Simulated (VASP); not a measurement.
ZnAg, 2 atoms in the cell. Symmetry: Pm-3m, No. 221, cubic system. The conventional cell has a = 3.103 Å, b = 3.103 Å, c = 3.103 Å, α = 90.00°, β = 90.00°, γ = 90.00°. Within 3.5 Å of Zn (site symmetry m-3m) lie 8 Ag at 2.69 Å and 6 Zn at 3.10 Å. Ag (site symmetry m-3m) has 8 Zn at 2.69 Å and 6 Ag at 3.10 Å within 3.5 Å.  This cell differs from its parent crystal: volume scaled by 0.985.

- Program: VASP 6.6.1
- Task: vibrations by perturbation theory
- Functional: PBEsol
- Potentials or basis: VASP PAW PBE potentials, release 64 (Zn, Ag)
- Cutoff: 520 eV
- k mesh: 12 × 12 × 12
- Occupations: fermi-dirac, width 0.1 eV
- Spin: no spin polarisation
- Dipole correction: no
- Further INCAR settings: ALGO = Normal; EDIFF = 1e-08; NBANDS = 18; IBRION = 8; NSW = 1

Potentials or basis: VASP PAW PBE potentials, release 64 (Zn, Ag).

Command:

```console
$ cat potpaw_PBE.64/Zn/POTCAR potpaw_PBE.64/Ag/POTCAR > POTCAR
$ mpirun -np 1 vasp_std > vasp.out
```

Hardware: 1 thread of Intel(R) Xeon(R) 6975P-C (Granite Rapids), on a shared host.

**Question.** Estimate the wall time of this run.

**Answer.** Run time: 100 s on 1 thread of Intel(R) Xeon(R) 6975P-C (Granite Rapids), on a shared host, peak memory 0.37 GiB. Counts: scf iterations 41, k points 84.
